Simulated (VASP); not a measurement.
# PtPb (P6_3/mmc) in VASP: notebook

The runs below take PtPb through electric field gradients, with LDA.

All numbers are computed with VASP 6.6.1; they aren't measurements. Logs are shortened: lines on timing, memory, paths and dates and some standing lists are left out, and cuts for length are marked.

## 1. The cell of the first run

The structure is hexagonal, space group P6_3/mmc (No. 194). The conventional cell has a = 4.306 Å, b = 4.306 Å, c = 5.528 Å, α = 90.00°, β = 90.00°, γ = 120.00°. Within 3.8 Å of Pt (site symmetry -6m2) lie 6 Pb at 2.84 Å and 6 Pt at 3.72 Å. Pb (site symmetry -3m) has 2 Pb at 2.76 Å and 6 Pt at 2.84 Å within 3.6 Å.

## 2. Electric field gradients, LDA (22.19 Å³/atom)

File INCAR:

```
SYSTEM = PtPb
ALGO = Normal ; EDIFF = 1E-8
ENCUT = 520 ; ISIF = 2
ISMEAR = -1 ; LASPH = .TRUE.
LCHARG = .FALSE. ; LEFG = .TRUE.
LREAL = .FALSE. ; LWAVE = .FALSE.
NBANDS = 32 ; NELM = 100
PREC = Accurate ; SIGMA = 0.05
```

File KPOINTS:

```
k-points
0
G
  10 10 7
  0 0 0
```

File POSCAR:

```
PtPb
1.0
    4.3059283585      0.0000000000      0.0000000000
   -2.1529641793      3.7290433454      0.0000000000
    0.0000000000      0.0000000000      5.5277977072
Pt Pb
2 2
Direct
    0.3333333333      0.6666666667      0.2500000000
    0.6666666667      0.3333333333      0.7500000000
    0.0000000000      0.0000000000      0.0000000000
    0.0000000000      0.0000000000      0.5000000000
```

Potentials or basis: VASP PAW LDA potentials, release 64 (Pt, Pb_d).

Command:

```console
$ cat potpaw_LDA.64/Pt/POTCAR potpaw_LDA.64/Pb_d/POTCAR > POTCAR
$ mpirun -np 1 vasp_std > vasp.out
```

OUTCAR:

```text
SYSTEM = PtPb
   EDIFF = 1E-8
   ENCUT = 520
   ISIF = 2
   ISMEAR = -1
   LASPH = .TRUE.
   LREAL = .FALSE.
   NELM = 100
   PREC = Accurate

 ion  position               nearest neighbor table
   1  0.333  0.667  0.250-   3 2.84   4 2.84   3 2.84   4 2.84   3 2.84   4 2.84
   2  0.667  0.333  0.750-   3 2.84   4 2.84   3 2.84   4 2.84   3 2.84   4 2.84
   3  0.000  0.000  0.000-   4 2.76   4 2.76   1 2.84   2 2.84   2 2.84   1 2.84   2 2.84   1 2.84

   4  0.000  0.000  0.500-   3 2.76   3 2.76   1 2.84   2 2.84   2 2.84   1 2.84   2 2.84   1 2.84

  LATTYP: Found a hexagonal cell.
 ALAT       =     4.3059283585
 C/A-ratio  =     1.2837644399

  Lattice vectors:

 A1 = (   4.3059283585,   0.0000000000,   0.0000000000)
 A2 = (  -2.1529641793,   3.7290433454,   0.0000000000)
 A3 = (   0.0000000000,   0.0000000000,   5.5277977072)

Analysis of symmetry for initial positions (statically):
=====================================================================
 Subroutine PRICEL returns:
 Original cell was already a primitive cell.

 Routine SETGRP: Setting up the symmetry group for a
 hexagonal supercell.

 Subroutine GETGRP returns: Found 24 space group operations
 (whereof 12 operations were pure point group operations)
 out of a pool of 24 trial point group operations.

The static configuration has the point symmetry D_3d.
 The point group associated with its full space group is D_6h.

Analysis of symmetry for dynamics (positions and initial velocities):
=====================================================================
 Subroutine PRICEL returns:
 Original cell was already a primitive cell.

 Routine SETGRP: Setting up the symmetry group for a
 hexagonal supercell.

 Subroutine GETGRP returns: Found 24 space group operations
 (whereof 12 operations were pure point group operations)
 out of a pool of 24 trial point group operations.

The dynamic configuration has the point symmetry D_3d.
 The point group associated with its full space group is D_6h.

 Subroutine INISYM returns: Found 24 space group operations
 (whereof 12 operations are pure point group operations),
 and found     1 'primitive' translations

----------------------------------------------------------------------------------------

                                     Primitive cell

  volume of cell :      88.7598

  direct lattice vectors                    reciprocal lattice vectors
     4.305928359  0.000000000  0.000000000     0.232237956  0.134082646  0.000000000
    -2.152964179  3.729043345  0.000000000     0.000000000  0.268165293  0.000000000
     0.000000000  0.000000000  5.527797707     0.000000000  0.000000000  0.180903870

  length of vectors
     4.305928359  4.305928359  5.527797707     0.268165293  0.268165293  0.180903870

  position of ions in fractional coordinates (direct lattice)
     0.333333333  0.666666667  0.250000000
     0.666666667  0.333333333  0.750000000
     0.000000000  0.000000000  0.000000000
     0.000000000  0.000000000  0.500000000

  ion indices of the primitive-cell ions
   primitive index   ion index
                 1           1
                 2           2
                 3           3
                 4           4

----------------------------------------------------------------------------------------

 KPOINTS: k-points

Automatic generation of k-mesh.
 Grid dimensions read from file:
 generate k-points for:   10   10    7

 Generating k-lattice:

  Cartesian coordinates                     Fractional coordinates (reciprocal lattice)
     0.023223796  0.013408265  0.000000000     0.100000000  0.000000000  0.000000000
     0.000000000  0.026816529  0.000000000     0.000000000  0.100000000  0.000000000
[... 41 lines left out ...]
   number of dos      NEDOS =    301   number of ions     NIONS =      4
   total plane-waves  NPLWV =  43008
   dimension x,y,z NGX =    32 NGY =   32 NGZ =   42
   dimension x,y,z NGXF=    64 NGYF=   64 NGZF=   84
   ions per type =               2   2
   NGX,Y,Z   is equivalent  to a cutoff of  12.35, 12.35, 12.63 a.u.
   NGXF,Y,Z  is equivalent  to a cutoff of  24.71, 24.71, 25.26 a.u.
 SYSTEM =  PtPb
   PREC   = accura    normal or accurate (medium, high low for compatibility)
   ISTART =      0    job   : 0-new  1-cont  2-samecut
   ICHARG =      2    charge: 1-file 2-atom 10-const
   ISPIN  =      1    spin polarized calculation?
   LNONCOLLINEAR =      F non collinear calculations
   LSORBIT =      F    spin-orbit coupling
   LASPH  =      T    aspherical Exc in radial PAW
   ENCUT  =  520.0 eV  38.22 Ry    6.18 a.u.   8.01  8.01 10.28*2*pi/ulx,y,z
   NELM   =    100;   NELMIN=  2; NELMDL= -5     # of ELM steps
   EDIFF  = 0.1E-07   stopping-criterion for ELM
   LREAL  =      F    real-space projection
   EDIFFG = 0.1E-06   stopping-criterion for IOM
   NSW    =      0    number of steps for IOM
   IBRION =     -1    ionic relax: 0-MD 1-quasi-New 2-CG
   NFREE  =      0    steps in history (QN), initial steepest desc. (CG)
   ISIF   =      2    stress and relaxation
   ISYM   =      2    0-nonsym 1-usesym 2-fastsym
   POTIM  = 0.5000    time-step for ionic-motion
   TEBEG  =    0.0;   TEEND  =   0.0 temperature during run
   PSTRESS=    0.0 pullay stress
   NELECT =      48.0000    total number of electrons
   NUPDOWN=      -1.0000    fix difference up-down
   EMIN   =  10.00;   EMAX   =-10.00  energy-range for DOS
   EFERMI =   0.00;   METHOD = LEGACY
   ISMEAR =    -1;   SIGMA  =   0.05  broadening in eV -4-tet -1-fermi 0-gaus
   EFERMI_NEDOS =   21; number of points for ismear=-14 and -15
   IALGO  =     38    algorithm
   IMIX   =      4    mixing-type and parameters
     AMIX     =   0.40;   BMIX     =  1.00
     AMIX_MAG =   1.60;   BMIX_MAG =  1.00
  volume/ion in A,a.u.               =      22.19       149.75
  Fermi-wavevector in a.u.,A,eV,Ry     =   1.333777  2.520472 24.204223  1.778960
  Thomas-Fermi vector in A             =   2.462609
   LORBIT       =      0    0 simple, 1 ext, 2 COOP (PROOUT), +10 PAW based schemes
   GGA     = CA    functional components
   LHFCALC =     F    Hartree Fock is set to
   AEXX    =    0.0000 exact exchange contribution
   IVDW    =     0    specifies the selected vdW correction
   LEPSILON=     F    determine dielectric tensor
   LRPA    =     F    only Hartree local field effects (RPA)
 non-spin polarized calculation
  energy-cutoff  :      520.00
  volume of cell :       88.76
 maximum number of plane-waves:      2416
   NGX = 17   NGY = 17   NGZ = 21

 number of electron      47.9999999 magnetization

 Free energy of the ion-electron system (eV)
  ---------------------------------------------------
  ext. energy  EPLUGINS =         0.00000000
  ---------------------------------------------------
  free energy    TOTEN  =       -21.77746178 eV

  energy without entropy =      -21.75505711  energy(sigma->0) =      -21.76625945

 E-fermi :   8.1370     XC(G=0): -11.5940

 val. band max:        8.1311650411   @ k =   0.2000   0.1000   0.4286
 cond. band min:       8.1407306627   @ k =   0.2000   0.1000   0.2857
 fundamental gap:      0.0095656216
 Fermi energy:         8.1370317674

 k-point     1 :       0.0000    0.0000    0.0000
  band No.  band energies     occupation
      1      -9.9581      2.00000
      2      -9.2620      2.00000
      3      -9.2620      2.00000
      4      -8.7612      2.00000
      5      -8.7612      2.00000
      6      -8.7161      2.00000
[... 829 lines left out ...]
     31      15.3708      0.00000
     32      17.7818      0.00000

 [... further k-points ...]

------------------------ aborting loop because EDIFF is reached ----------------------------------------

  FORCE on cell =-STRESS in cart. coord.  units (eV):
  Direction    XX          YY          ZZ          XY          YZ          ZX
  --------------------------------------------------------------------------------------
  -------------------------------------------------------------------------------------
  Total       -3.2800183     -3.2800183     10.0424674      0.0000000     -0.0000000      0.0000000
  in kB      -59.2066483    -59.2066483    181.2736339      0.0000000     -0.0000000      0.0000000
  external PRESSURE =      20.9534458 kB  Pullay stress =       0.0000000 kB

 VOLUME and BASIS-vectors are now :
 -----------------------------------------------------------------------------
  energy-cutoff  :      520.00
  volume of cell :       88.76
      direct lattice vectors                 reciprocal lattice vectors
     4.305928359  0.000000000  0.000000000     0.232237956  0.134082646  0.000000000
    -2.152964179  3.729043345  0.000000000     0.000000000  0.268165293  0.000000000
     0.000000000  0.000000000  5.527797707     0.000000000  0.000000000  0.180903870

 POSITION                                       TOTAL-FORCE (eV/Angst)
 -----------------------------------------------------------------------------------
     -0.00000      2.48603      1.38195         0.000000      0.000000      0.000000
      2.15296      1.24301      4.14585        -0.000000     -0.000000      0.000000
      0.00000      0.00000      0.00000         0.000000      0.000000      0.000000
      0.00000      0.00000      2.76390         0.000000      0.000000      0.000000
 -----------------------------------------------------------------------------------
    total drift:                               -0.000000      0.000000      0.000000

  FREE ENERGIE OF THE ION-ELECTRON SYSTEM (eV)
  ---------------------------------------------------
  free  energy   TOTEN  =       -21.7774617823 eV

  energy  without entropy=      -21.7550571086  energy(sigma->0) =      -21.76625945

 Electric field gradients (V/A^2)
---------------------------------------------------------------------
 ion       V_xx      V_yy      V_zz      V_xy      V_xz      V_yz
---------------------------------------------------------------------
   1     -29.983   -29.983    59.966     0.001    -0.000     0.000
   2     -29.983   -29.983    59.966     0.001     0.000    -0.000
   3      -5.720    -5.719    11.439     0.001    -0.000     0.000
   4      -5.720    -5.719    11.439     0.001     0.000    -0.000
---------------------------------------------------------------------

 Electric field gradients after diagonalization (V/A^2)
 (convention: |V_zz| > |V_xx| > |V_yy|)
----------------------------------------------------------------------
 ion       V_xx      V_yy      V_zz     asymmetry (V_yy - V_xx)/ V_zz
----------------------------------------------------------------------
   1     -29.983   -29.982    59.966       0.000
   2     -29.983   -29.982    59.966       0.000
   3      -5.721    -5.719    11.439       0.000
   4      -5.721    -5.719    11.439       0.000
----------------------------------------------------------------------

           NMR quadrupolar parameters

 Cq : quadrupolar parameter    Cq=e*Q*V_zz/h
 eta: asymmetry parameters     (V_yy - V_xx)/ V_zz
 Q  : nuclear electric quadrupole moment in mb (millibarn)
----------------------------------------------------------------------
 ion       Cq(MHz)       eta       Q (mb)
----------------------------------------------------------------------
   1       0.145       0.000       1.000
   2       0.145       0.000       1.000
   3       0.028       0.000       1.000
   4       0.028       0.000       1.000
----------------------------------------------------------------------
```

Run time: 2.6 min. Hardware: 1 thread of Intel Xeon Platinum 8259CL at 2.50GHz (Skylake/Cascade Lake), shared host; peak memory 0.26 GiB.

Results:

```
Free energy                             : -21.7775 eV
Pressure                                : 2.1 GPa
Band gap on the k mesh                  : zero (bands 24 and 25 overlap by 2.66 eV)
Largest electric field gradient by atom : Pt +60.0; Pb +11.4 V/Å²
```

Levels at points of the mesh, in eV from the Fermi level:
| k point | band 22 | band 23 | band 24 | band 25 | band 26 | band 27 |
| --- | --- | --- | --- | --- | --- | --- |
| (0.00, 0.00, 0.00) | -2.18 | -1.27 | 1.83 | 3.20 | 3.20 | 5.18 |
| (0.50, 0.00, 0.00) | -1.69 | -0.80 | -0.76 | -0.26 | 0.71 | 0.82 |

Electric field gradients, principal values (V/Å²):
```csv
atom,least,middle,greatest (by size)
1 Pt,-29.982,-29.983,59.966
2 Pt,-29.982,-29.983,59.966
3 Pb,-5.719,-5.721,11.439
4 Pb,-5.719,-5.721,11.439
```

Caveat: without QUAD_EFG the Cq values of the log hold for a quadrupole moment of 1 mb, not for the nuclei; spin-orbit coupling is left out, which moves the levels of the heavy elements.

## 3. Electric field gradients, LDA (21.12 Å³/atom)

This run uses another cell than the first one, of 21.12 Å³/atom.

File INCAR:

```
PREC     = Accurate       # precision mode
ENCUT    = 520            # plane-wave cutoff, eV
EDIFF    = 1E-8           # SCF threshold, eV
ISMEAR   = -1             # smearing method
SIGMA    = 0.05           # smearing width, eV
LREAL    = F              # projectors in reciprocal space
LASPH    = T              # aspherical terms in the spheres
NELM     = 100            # most SCF steps
ALGO     = Normal         # electronic algorithm
ISIF     = 2              # what is computed and relaxed
LWAVE    = F              # write WAVECAR
LCHARG   = F              # write CHGCAR
GGA      = CA             # functional
LEFG     = T            
NBANDS   = 32             # bands
```

File KPOINTS:

```
regular mesh
0
Gamma
  10 10 7
```

File POSCAR:

```
PtPb
1.0
    4.2357867248      0.0000000000      0.0000000000
   -2.1178933624      3.6682989087      0.0000000000
    0.0000000000      0.0000000000      5.4377523721
Pt Pb
2 2
Direct
    0.3333333333      0.6666666667      0.2500000000
    0.6666666667      0.3333333333      0.7500000000
    0.0000000000      0.0000000000      0.0000000000
    0.0000000000      0.0000000000      0.5000000000
```

Potentials or basis: VASP PAW LDA potentials, release 64 (Pt, Pb_d).

Command:

```console
$ cat potpaw_LDA.64/Pt/POTCAR potpaw_LDA.64/Pb_d/POTCAR > POTCAR
$ mpirun -np 1 vasp_std > vasp.out
```

OUTCAR:

```text
PREC = Accurate
   ENCUT = 520
   EDIFF = 1E-8
   ISMEAR = -1
   LREAL = F
   LASPH = T
   NELM = 100
   ISIF = 2
   GGA = CA

 ion  position               nearest neighbor table
   1  0.333  0.667  0.250-   3 2.80   4 2.80   3 2.80   4 2.80   3 2.80   4 2.80
   2  0.667  0.333  0.750-   3 2.80   4 2.80   3 2.80   4 2.80   3 2.80   4 2.80
   3  0.000  0.000  0.000-   4 2.72   4 2.72   1 2.80   2 2.80   2 2.80   1 2.80   2 2.80   1 2.80

   4  0.000  0.000  0.500-   3 2.72   3 2.72   1 2.80   2 2.80   2 2.80   1 2.80   2 2.80   1 2.80

  LATTYP: Found a hexagonal cell.
 ALAT       =     4.2357867248
 C/A-ratio  =     1.2837644399

[... 1071 lines left out ...]
 ion       V_xx      V_yy      V_zz      V_xy      V_xz      V_yz
---------------------------------------------------------------------
   1     -34.386   -34.386    68.772     0.000    -0.000     0.000
   2     -34.386   -34.386    68.772     0.000     0.000    -0.000
   3      -5.970    -5.968    11.938     0.002     0.000    -0.000
   4      -5.970    -5.968    11.938     0.002    -0.000     0.000
---------------------------------------------------------------------

 Electric field gradients after diagonalization (V/A^2)
 (convention: |V_zz| > |V_xx| > |V_yy|)
----------------------------------------------------------------------
 ion       V_xx      V_yy      V_zz     asymmetry (V_yy - V_xx)/ V_zz
----------------------------------------------------------------------
   1     -34.387   -34.386    68.772       0.000
   2     -34.387   -34.386    68.772       0.000
   3      -5.971    -5.967    11.938       0.000
   4      -5.971    -5.967    11.938       0.000
----------------------------------------------------------------------

           NMR quadrupolar parameters

 Cq : quadrupolar parameter    Cq=e*Q*V_zz/h
 eta: asymmetry parameters     (V_yy - V_xx)/ V_zz
 Q  : nuclear electric quadrupole moment in mb (millibarn)
----------------------------------------------------------------------
 ion       Cq(MHz)       eta       Q (mb)
----------------------------------------------------------------------
   1       0.166       0.000       1.000
   2       0.166       0.000       1.000
   3       0.029       0.000       1.000
   4       0.029       0.000       1.000
----------------------------------------------------------------------
```

Wall time 2.2 min (1 thread of Intel Xeon 8259CL, shared host); peak memory 0.26 GiB.

What came out:

```yaml
Free_energy: -21.6410 eV
Pressure: 8.3 GPa
Band_gap_on_the_k_mesh: zero (bands 24 and 25 overlap by 2.91 eV)
Largest_electric_field_gradient_by_atom: Pt +68.8; Pb +11.9 V/Å²
```

Levels at points of the mesh, in eV from the Fermi level:
```tsv
k point	band 21	band 22	band 23	band 24	band 25	band 26	band 27	band 28
(0.00, 0.00, 0.00)	-2.68	-2.37	-1.39	2.02	3.33	3.33	5.39	5.58
(0.50, 0.00, 0.00)	-2.07	-1.83	-0.97	-0.86	-0.14	0.75	0.81	5.57
```

Electric field gradients, principal values (V/Å²):
```tsv
atom	least	middle	greatest (by size)
1 Pt	-34.386	-34.387	68.772
2 Pt	-34.386	-34.387	68.772
3 Pb	-5.967	-5.971	11.938
4 Pb	-5.967	-5.971	11.938
```

Caveat: the cell stands under pressure; without QUAD_EFG the Cq values of the log hold for a quadrupole moment of 1 mb, not for the nuclei; spin-orbit coupling is left out, which moves the levels of the heavy elements.
